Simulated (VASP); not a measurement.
# La2O3 (Pm-3m) in VASP: notebook, part 2 of 2

VASP 6.6.1. The steps go on from the part before.

**4. Relaxation of cell and atoms, PBE**

This run uses another cell than the first one, of 18.31 Å³/atom, 0.953 times its volume.

File INCAR:

```
SYSTEM = La2O3
ALGO = Normal ; EDIFF = 1E-7
EDIFFG = -0.04 ; ENCUT = 600
GGA = PE ; IBRION = 2
ISIF = 3 ; ISMEAR = 0
LASPH = .TRUE. ; LCHARG = .FALSE.
LREAL = .FALSE. ; LWAVE = .FALSE.
NELM = 100 ; NSW = 90
PREC = Accurate ; SIGMA = 0.1
```

File KPOINTS:

```
k-points
0
G
  4 4 4
  0 0 0
```

File POSCAR:

```
La2O3
1.0
    4.5066594300      0.0000000000      0.0000000000
    0.0000000000      4.5066594300      0.0000000000
    0.0000000000      0.0000000000      4.5066594300
La O
2 3
Direct
    0.0000000000      0.0000000000      0.0000000000
    0.5000000000      0.5000000000      0.5000000000
    0.0000000000      0.5000000000      0.5000000000
    0.5000000000      0.0000000000      0.5000000000
    0.5000000000      0.5000000000      0.0000000000
```

Started as:

```bash
$ cat potpaw_PBE.64/La/POTCAR potpaw_PBE.64/O/POTCAR > POTCAR
$ mpirun -np 1 vasp_std > vasp.out
```

Run time: 86 s. Hardware: 1 thread of Intel Xeon Platinum 8488C (Sapphire Rapids), shared host; peak memory 0.23 GiB.

The run converged. Its results:

| Item | Value |
| --- | --- |
| Free energy | -37.4852 eV |
| Relaxed volume | 19.16 Å³/atom |
| Relaxed cell | a = 4.575 Å, b = 4.575 Å, c = 4.575 Å, α = 90.00°, β = 90.00°, γ = 90.00° |
| Space group after relaxing (to 0.05 Å) | Pm-3m (No. 221) |
| Energy gained by relaxing | 12.8 meV/atom |
| Ionic steps | 3 |
| Pressure after relaxing | 0.0 GPa |
| Band gap on the k mesh | 0.56 eV, indirect (least direct gap 0.59 eV) |

The path:
```tsv
step	energy change (eV)	largest force (eV/Å)	pressure (GPa)	volume (Å³)
1	0.0000	0.0000	5.02	91.53
2	-0.0240	0.0000	-3.44	99.34
3	-0.0638	0.0000	-0.02	95.78
```

Final structure:
```yaml
crystal:
  lattice:
    - [4.57529, 0.00000, 0.00000]
    - [0.00000, 4.57529, 0.00000]
    - [0.00000, 0.00000, 4.57529]
  atoms:
    - { symbol: La, position: [0.00000, 0.00000, 0.00000] }
    - { symbol: La, position: [0.50000, 0.50000, 0.50000] }
    - { symbol: O, position: [0.00000, 0.50000, 0.50000] }
    - { symbol: O, position: [0.50000, 0.00000, 0.50000] }
    - { symbol: O, position: [0.50000, 0.50000, 0.00000] }
```

Levels at points of the mesh, in eV from the valence-band top:
```csv
k point,band 17,band 18,band 19,band 20,band 21,band 22,band 23,band 24
"(0.00, 0.00, 0.00)",-1.97,0.00,0.00,0.00,0.63,0.73,0.73,0.73
"(0.50, 0.00, 0.00)",-2.34,-2.34,-0.02,-0.02,0.56,0.58,0.62,0.65
"(0.50, 0.50, 0.00)",-2.09,-2.09,-1.21,-0.03,0.58,0.58,0.63,0.66
"(0.50, 0.50, 0.50)",-2.08,-1.19,-1.19,-1.19,0.60,0.60,0.60,0.69
```

Caveat: spin-orbit coupling is left out, which moves the levels of the heavy elements.

**5. Single point, PBE**

This run uses another cell than the first one, of 18.31 Å³/atom, 0.953 times its volume.

File INCAR:

```
SYSTEM = La2O3
ALGO     = Normal         ! electronic algorithm
EDIFF    = 1E-6           ! SCF threshold, eV
ENCUT    = 520            ! plane-wave cutoff, eV
GGA      = PE             ! functional
ISIF     = 2              ! what is computed and relaxed
ISMEAR   = 0              ! smearing method
LASPH    = .TRUE.         ! aspherical terms in the spheres
LCHARG   = .FALSE.        ! write CHGCAR
LREAL    = .FALSE.        ! projectors in reciprocal space
LWAVE    = .FALSE.        ! write WAVECAR
NBANDS   = 28             ! bands
NELM     = 100            ! most SCF steps
PREC     = Accurate       ! precision mode
SIGMA    = 0.1            ! smearing width, eV
```

KPOINTS is that of step 4.

POSCAR is that of step 4.

Potentials or basis: VASP PAW PBE potentials, release 64 (La, O).

Started as:

```bash
$ cat potpaw_PBE.64/La/POTCAR potpaw_PBE.64/O/POTCAR > POTCAR
$ mpirun -np 1 vasp_std > vasp.out
```

OUTCAR:

```text
SYSTEM = La2O3
   EDIFF = 1E-6
   ENCUT = 520
   GGA = PE
   ISIF = 2
   ISMEAR = 0
   LASPH = .TRUE.
   LREAL = .FALSE.
   NELM = 100
   PREC = Accurate

 ion  position               nearest neighbor table
   1  0.000  0.000  0.000-
   2  0.500  0.500  0.500-   3 2.25   4 2.25   5 2.25   5 2.25   4 2.25   3 2.25
   3  0.000  0.500  0.500-   2 2.25   2 2.25
   4  0.500  0.000  0.500-   2 2.25   2 2.25
   5  0.500  0.500  0.000-   2 2.25   2 2.25

  LATTYP: Found a simple cubic cell.
 ALAT       =     4.5066594300

  Lattice vectors:

 A1 = (   4.5066594300,   0.0000000000,   0.0000000000)
 A2 = (   0.0000000000,   4.5066594300,   0.0000000000)
 A3 = (   0.0000000000,   0.0000000000,   4.5066594300)

Analysis of symmetry for initial positions (statically):
=====================================================================
 Subroutine PRICEL returns:
 Original cell was already a primitive cell.

 Routine SETGRP: Setting up the symmetry group for a
 simple cubic supercell.

 Subroutine GETGRP returns: Found 48 space group operations
 (whereof 48 operations were pure point group operations)
 out of a pool of 48 trial point group operations.

The static configuration has the point symmetry O_h .

Analysis of symmetry for dynamics (positions and initial velocities):
=====================================================================
 Subroutine PRICEL returns:
 Original cell was already a primitive cell.

 Routine SETGRP: Setting up the symmetry group for a
 simple cubic supercell.

 Subroutine GETGRP returns: Found 48 space group operations
 (whereof 48 operations were pure point group operations)
 out of a pool of 48 trial point group operations.

[... 105 lines left out ...]
   EFERMI =   0.00;   METHOD = LEGACY
   ISMEAR =     0;   SIGMA  =   0.10  broadening in eV -4-tet -1-fermi 0-gaus
   EFERMI_NEDOS =   21; number of points for ismear=-14 and -15
   IALGO  =     38    algorithm
   IMIX   =      4    mixing-type and parameters
     AMIX     =   0.40;   BMIX     =  1.00
     AMIX_MAG =   1.60;   BMIX_MAG =  1.00
  volume/ion in A,a.u.               =      18.31       123.54
  Fermi-wavevector in a.u.,A,eV,Ry     =   1.242339  2.347680 20.999313  1.543406
  Thomas-Fermi vector in A             =   2.376698
   LORBIT       =      0    0 simple, 1 ext, 2 COOP (PROOUT), +10 PAW based schemes
   GGA     = PE    functional components
   LHFCALC =     F    Hartree Fock is set to
   AEXX    =    0.0000 exact exchange contribution
   IVDW    =     0    specifies the selected vdW correction
   LEPSILON=     F    determine dielectric tensor
   LRPA    =     F    only Hartree local field effects (RPA)
 non-spin polarized calculation
 Gauss-broadening in eV      SIGMA  =   0.10
  energy-cutoff  :      520.00
  volume of cell :       91.53
 maximum number of plane-waves:      2517
 NGX is ok and might be reduce to    36
   NGX = 17   NGY = 17   NGZ = 17

 number of electron      40.0000000 magnetization

 Free energy of the ion-electron system (eV)
  ---------------------------------------------------
  ext. energy  EPLUGINS =         0.00000000
  ---------------------------------------------------
  free energy    TOTEN  =       -37.41406230 eV

  energy without entropy =      -37.41400294  energy(sigma->0) =      -37.41403262

 E-fermi :   6.8119     XC(G=0):  -9.9591

 val. band max:        6.5700456976   @ k =   0.0000   0.0000   0.0000
 cond. band min:       7.0730772489   @ k =   0.5000   0.0000   0.0000
 fundamental gap:      0.5030315513
 Fermi energy:         6.8118705317

 k-point     1 :       0.0000    0.0000    0.0000
  band No.  band energies     occupation
      1     -27.6487      2.00000
      2     -22.4388      2.00000
      3     -11.1168      2.00000
      4     -11.1168      2.00000
      5     -11.1168      2.00000
      6     -10.2873      2.00000
[... 299 lines left out ...]
     27       7.3053      0.00000
     28       8.3768      0.00000

------------------------ aborting loop because EDIFF is reached ----------------------------------------

  FORCE on cell =-STRESS in cart. coord.  units (eV):
  Direction    XX          YY          ZZ          XY          YZ          ZX
  --------------------------------------------------------------------------------------
  -------------------------------------------------------------------------------------
  Total        2.9262258      2.9262258      2.9262258      0.0000000      0.0000000      0.0000000
  in kB       51.2217251     51.2217251     51.2217251      0.0000000      0.0000000      0.0000000
  external PRESSURE =      51.2217251 kB  Pullay stress =       0.0000000 kB

 VOLUME and BASIS-vectors are now :
 -----------------------------------------------------------------------------
  energy-cutoff  :      520.00
  volume of cell :       91.53
      direct lattice vectors                 reciprocal lattice vectors
     4.506659430  0.000000000  0.000000000     0.221893847  0.000000000  0.000000000
     0.000000000  4.506659430  0.000000000     0.000000000  0.221893847  0.000000000
     0.000000000  0.000000000  4.506659430     0.000000000  0.000000000  0.221893847

 POSITION                                       TOTAL-FORCE (eV/Angst)
 -----------------------------------------------------------------------------------
      0.00000      0.00000      0.00000         0.000000      0.000000      0.000000
      2.25333      2.25333      2.25333         0.000000      0.000000      0.000000
      0.00000      2.25333      2.25333         0.000000      0.000000      0.000000
      2.25333      0.00000      2.25333         0.000000      0.000000      0.000000
      2.25333      2.25333      0.00000         0.000000      0.000000      0.000000
 -----------------------------------------------------------------------------------
    total drift:                                0.000000      0.000000      0.000000

  FREE ENERGIE OF THE ION-ELECTRON SYSTEM (eV)
  ---------------------------------------------------
  free  energy   TOTEN  =       -37.4140622951 eV

  energy  without entropy=      -37.4140029385  energy(sigma->0) =      -37.41403262
```

It took 26 s on 1 thread of Intel Xeon Platinum 8488C (Sapphire Rapids), shared host; peak memory 0.22 GiB.

What came out:

```yaml
Free_energy: -37.4141 eV
Pressure: 5.1 GPa
Band_gap_on_the_k_mesh: 0.50 eV, indirect (least direct gap 0.54 eV)
```

Caveat: spin-orbit coupling is left out, which moves the levels of the heavy elements. A k mesh can miss the band edges.

**6. The runs side by side**

```tsv
task	cell	k mesh	cutoff (eV)	smearing	gap on the mesh (eV)	pressure (GPa)	relaxed volume (Å³/atom)
relaxation of cell and atoms	relaxed from a = 4.580 Å, 5 atoms	8 × 8 × 8	600	gaussian 0.02 eV	0.56	0.0	19.14
single point	a = 4.580 Å, 5 atoms	4 × 4 × 4	520	gaussian 0.1 eV	0.57	-0.3	-
relaxation of cell and atoms	relaxed from a = 4.507 Å, 5 atoms	4 × 4 × 4	600	gaussian 0.1 eV	0.56	0.0	19.16
single point	a = 4.507 Å, 5 atoms	4 × 4 × 4	520	gaussian 0.1 eV	0.50	5.1	-
```

Alike in all rows: level PBE; potentials or basis VASP PAW PBE potentials, release 64 (La, O); no spin polarisation.

Caveats: spin-orbit coupling is left out, which moves the levels of the heavy elements.

Absolute energies hang on the potentials; compare differences alone.
